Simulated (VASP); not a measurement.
# SnSe (P6_3mc) in VASP: a series of runs

SnSe is run at these levels: PBE; tasks: single point.

All numbers are computed with VASP 6.6.1; they aren't measurements. Logs are shortened: lines on timing, memory, paths and dates and some standing lists are left out, and cuts for length are marked.

### 1 The cell of the first run

The structure is hexagonal, space group P6_3mc (No. 186). The conventional cell has a = 5.075 Å, b = 5.075 Å, c = 6.174 Å, α = 90.00°, β = 90.00°, γ = 120.00°. Within 3.7 Å of Sn (site symmetry 3m) lie 5 Se at 2.80 to 3.38 Å. Se (site symmetry 3m) has 5 Sn at 2.80 to 3.38 Å within 3.7 Å.

### 2 Single point, PBE

Contents of INCAR:

```
SYSTEM = SnSe
ALGO = Normal ; EDIFF = 1E-7
ENCUT = 520 ; GGA = PE
ISIF = 2 ; ISMEAR = 0
LASPH = .TRUE. ; LCHARG = .FALSE.
LREAL = .FALSE. ; LWAVE = .FALSE.
NBANDS = 28 ; NELM = 100
PREC = Accurate ; SIGMA = 0.01
```

Contents of KPOINTS:

```
k-points
0
G
  6 6 2
  0 0 0
```

Contents of POSCAR:

```
SnSe
1.0
    5.0747781443      0.0000000000      0.0000000000
   -2.5373890722      4.3948867915      0.0000000000
    0.0000000000      0.0000000000      6.1736757383
Sn Se
2 2
Direct
    0.3333333333      0.6666666667     -0.0391356282
    0.6666666667      0.3333333333      0.4608643718
    0.3333333333      0.6666666667      0.4141356282
    0.6666666667      0.3333333333      0.9141356282
```

Potentials or basis: VASP PAW PBE potentials, release 64 (Sn_d, Se).

Run with:

```
> cat potpaw_PBE.64/Sn_d/POTCAR potpaw_PBE.64/Se/POTCAR > POTCAR
> mpirun -np 1 vasp_std > vasp.out
```

OUTCAR:

```text
SYSTEM = SnSe
   EDIFF = 1E-7
   ENCUT = 520
   GGA = PE
   ISIF = 2
   ISMEAR = 0
   LASPH = .TRUE.
   LREAL = .FALSE.
   NELM = 100
   PREC = Accurate

 ion  position               nearest neighbor table
   1  0.333  0.667  0.961-   3 2.80   4 2.94   4 2.94   4 2.94
   2  0.667  0.333  0.461-   4 2.80   3 2.94   3 2.94   3 2.94
   3  0.333  0.667  0.414-   1 2.80   2 2.94   2 2.94   2 2.94
   4  0.667  0.333  0.914-   2 2.80   1 2.94   1 2.94   1 2.94

  LATTYP: Found a hexagonal cell.
 ALAT       =     5.0747781443
 C/A-ratio  =     1.2165410118

  Lattice vectors:

 A1 = (   5.0747781443,   0.0000000000,   0.0000000000)
 A2 = (  -2.5373890722,   4.3948867915,   0.0000000000)
 A3 = (   0.0000000000,   0.0000000000,   6.1736757383)

Analysis of symmetry for initial positions (statically):
=====================================================================
 Subroutine PRICEL returns:
 Original cell was already a primitive cell.

 Routine SETGRP: Setting up the symmetry group for a
 hexagonal supercell.

 Subroutine GETGRP returns: Found 12 space group operations
 (whereof  6 operations were pure point group operations)
 out of a pool of 24 trial point group operations.

The static configuration has the point symmetry C_3v.
 The point group associated with its full space group is C_6v.

Analysis of symmetry for dynamics (positions and initial velocities):
=====================================================================
 Subroutine PRICEL returns:
 Original cell was already a primitive cell.

 Routine SETGRP: Setting up the symmetry group for a
 hexagonal supercell.

 Subroutine GETGRP returns: Found 12 space group operations
 (whereof  6 operations were pure point group operations)
 out of a pool of 24 trial point group operations.

The dynamic configuration has the point symmetry C_3v.
 The point group associated with its full space group is C_6v.

 Subroutine INISYM returns: Found 12 space group operations
 (whereof  6 operations are pure point group operations),
 and found     1 'primitive' translations

[... 81 lines left out ...]
   ISPIN  =      1    spin polarized calculation?
   LNONCOLLINEAR =      F non collinear calculations
   LSORBIT =      F    spin-orbit coupling
   LASPH  =      T    aspherical Exc in radial PAW
   ENCUT  =  520.0 eV  38.22 Ry    6.18 a.u.   9.44  9.44 11.48*2*pi/ulx,y,z
   NELM   =    100;   NELMIN=  2; NELMDL= -5     # of ELM steps
   EDIFF  = 0.1E-06   stopping-criterion for ELM
   LREAL  =      F    real-space projection
   EDIFFG = 0.1E-05   stopping-criterion for IOM
   NSW    =      0    number of steps for IOM
   IBRION =     -1    ionic relax: 0-MD 1-quasi-New 2-CG
   NFREE  =      0    steps in history (QN), initial steepest desc. (CG)
   ISIF   =      2    stress and relaxation
   ISYM   =      2    0-nonsym 1-usesym 2-fastsym
   POTIM  = 0.5000    time-step for ionic-motion
   TEBEG  =    0.0;   TEEND  =   0.0 temperature during run
   PSTRESS=    0.0 pullay stress
   NELECT =      40.0000    total number of electrons
   NUPDOWN=      -1.0000    fix difference up-down
   EMIN   =  10.00;   EMAX   =-10.00  energy-range for DOS
   EFERMI =   0.00;   METHOD = LEGACY
   ISMEAR =     0;   SIGMA  =   0.01  broadening in eV -4-tet -1-fermi 0-gaus
   EFERMI_NEDOS =   21; number of points for ismear=-14 and -15
   IALGO  =     38    algorithm
   IMIX   =      4    mixing-type and parameters
     AMIX     =   0.40;   BMIX     =  1.00
     AMIX_MAG =   1.60;   BMIX_MAG =  1.00
  volume/ion in A,a.u.               =      34.42       232.30
  Fermi-wavevector in a.u.,A,eV,Ry     =   1.084240  2.048916 15.994679  1.175576
  Thomas-Fermi vector in A             =   2.220325
   LORBIT       =      0    0 simple, 1 ext, 2 COOP (PROOUT), +10 PAW based schemes
   GGA     = PE    functional components
   LHFCALC =     F    Hartree Fock is set to
   AEXX    =    0.0000 exact exchange contribution
   IVDW    =     0    specifies the selected vdW correction
   LEPSILON=     F    determine dielectric tensor
   LRPA    =     F    only Hartree local field effects (RPA)
 non-spin polarized calculation
 Gauss-broadening in eV      SIGMA  =   0.01
  energy-cutoff  :      520.00
  volume of cell :      137.69
 maximum number of plane-waves:      3740
 NGX is ok and might be reduce to    40
   NGX = 19   NGY = 19   NGZ = 23

 number of electron      40.0000006 magnetization

 Free energy of the ion-electron system (eV)
  ---------------------------------------------------
  ext. energy  EPLUGINS =         0.00000000
  ---------------------------------------------------
  free energy    TOTEN  =       -15.68601022 eV

  energy without entropy =      -15.68601022  energy(sigma->0) =      -15.68601022

 E-fermi :   3.8004     XC(G=0):  -8.2615

 val. band max:        3.7186181329   @ k =   0.3333   0.3333   0.5000
 cond. band min:       4.5871024313   @ k =   0.3333   0.3333   0.5000
 fundamental gap:      0.8684842984
 Fermi energy:         3.8004258321

 k-point     1 :       0.0000    0.0000    0.0000
  band No.  band energies     occupation
      1     -18.0151      2.00000
      2     -17.9936      2.00000
      3     -17.9916      2.00000
      4     -17.9916      2.00000
      5     -17.9880      2.00000
      6     -17.9880      2.00000
[... 423 lines left out ...]
     27       9.3810      0.00000
     28       9.3810      0.00000

------------------------ aborting loop because EDIFF is reached ----------------------------------------

  FORCE on cell =-STRESS in cart. coord.  units (eV):
  Direction    XX          YY          ZZ          XY          YZ          ZX
  --------------------------------------------------------------------------------------
  -------------------------------------------------------------------------------------
  Total        0.1619777      0.1619777      3.6580085     -0.0000000      0.0000000      0.0000000
  in kB        1.8847656      1.8847656     42.5644201     -0.0000000      0.0000000      0.0000000
  external PRESSURE =      15.4446505 kB  Pullay stress =       0.0000000 kB

 VOLUME and BASIS-vectors are now :
 -----------------------------------------------------------------------------
  energy-cutoff  :      520.00
  volume of cell :      137.69
      direct lattice vectors                 reciprocal lattice vectors
     5.074778144  0.000000000  0.000000000     0.197052949  0.113768573  0.000000000
    -2.537389072  4.394886792  0.000000000     0.000000000  0.227537147  0.000000000
     0.000000000  0.000000000  6.173675738     0.000000000  0.000000000  0.161978057

 POSITION                                       TOTAL-FORCE (eV/Angst)
 -----------------------------------------------------------------------------------
     -0.00000      2.92992      5.93207        -0.000000      0.000000      0.085041
      2.53739      1.46496      2.84523         0.000000     -0.000000      0.085041
     -0.00000      2.92992      2.55674         0.000000      0.000000     -0.085041
      2.53739      1.46496      5.64358        -0.000000     -0.000000     -0.085041
 -----------------------------------------------------------------------------------
    total drift:                               -0.000000      0.000000      0.000476

  FREE ENERGIE OF THE ION-ELECTRON SYSTEM (eV)
  ---------------------------------------------------
  free  energy   TOTEN  =       -15.6860102189 eV

  energy  without entropy=      -15.6860102189  energy(sigma->0) =      -15.68601022
```

stdout:

```text
POSCAR found type information on POSCAR SnSe
 POSCAR found :  2 types and       4 ions
 scaLAPACK will be used
 LDA part: xc-table for (Slater+PW92), standard interpolation
 POSCAR, INCAR and KPOINTS ok, starting setup
 FFT: planning ... GRIDC
 FFT: planning ... GRID_SOFT
 FFT: planning ... GRID
 WAVECAR not read
 entering main loop
```

Wall time 54 s (1 thread of Intel Xeon Platinum 8488C (Sapphire Rapids), shared host); peak memory 0.27 GiB.

What came out:

| Quantity | Value |
| --- | --- |
| Free energy | -15.6860 eV |
| Pressure | 1.5 GPa |
| Largest force | 0.085 eV/Å |
| Band gap on the k mesh | 0.87 eV, direct |

Forces on the atoms (eV/Å):
```
Sn   0.000  0.000  0.085
Sn   0.000  0.000  0.085
Se   0.000  0.000 -0.085
Se   0.000  0.000 -0.085
```

Caveat: the k points lie up to 0.51 Å⁻¹ apart; spin-orbit coupling is left out, which moves the levels of the heavy elements. A k mesh can miss the band edges.

### 3 Single point, PBE

Contents of INCAR:

```
PREC = Accurate
ENCUT = 500
EDIFF = 1E-6
ISMEAR = 0
SIGMA = 0.01
LREAL = F
LASPH = T
NELM = 120
ALGO = Normal
ISIF = 2
LWAVE = F
LCHARG = F
GGA = PE
NBANDS = 28
GGA_COMPAT = F
```

Contents of KPOINTS:

```
Automatic mesh
0
Gamma
  6 6 2
```

POSCAR is that of step 2.

Potentials or basis: VASP PAW PBE potentials, release 64 (Sn_d, Se).

Run with:

```
> cat potpaw_PBE.64/Sn_d/POTCAR potpaw_PBE.64/Se/POTCAR > POTCAR
> mpirun -np 1 vasp_std > vasp.out
```

Wall time 47 s (1 thread of Intel Xeon Platinum 8375C at 2.90GHz (Ice Lake), shared host); peak memory 0.26 GiB.

The run converged. Its results:

```yaml
Free_energy: -15.6860 eV
Pressure: 1.5 GPa
Largest_force: 0.085 eV/Å
Band_gap_on_the_k_mesh: 0.87 eV, direct
```

Forces on the atoms (eV/Å):
```
Sn   0.000  0.000  0.085
Sn   0.000  0.000  0.085
Se   0.000  0.000 -0.085
Se   0.000  0.000 -0.085
```

Stress tensor (GPa, compression positive):
```
0.19 0.00 0.00
0.00 0.19 0.00
0.00 0.00 4.26
```

Levels at points of the mesh, in eV from the valence-band top:
```csv
k point,band 18,band 19,band 20,band 21,band 22,band 23
"(0.00, 0.00, 0.00)",-2.31,-2.31,-2.30,1.06,1.06,2.63
"(0.50, 0.00, 0.00)",-2.65,-2.11,-0.77,2.12,2.90,2.96
"(0.00, 0.00, 0.50)",-2.99,-1.65,-1.65,1.53,1.53,1.53
"(0.50, 0.00, 0.50)",-2.50,-0.85,-0.85,1.02,1.02,2.73
```

Caveat: the k points lie up to 0.51 Å⁻¹ apart; spin-orbit coupling is left out, which moves the levels of the heavy elements.
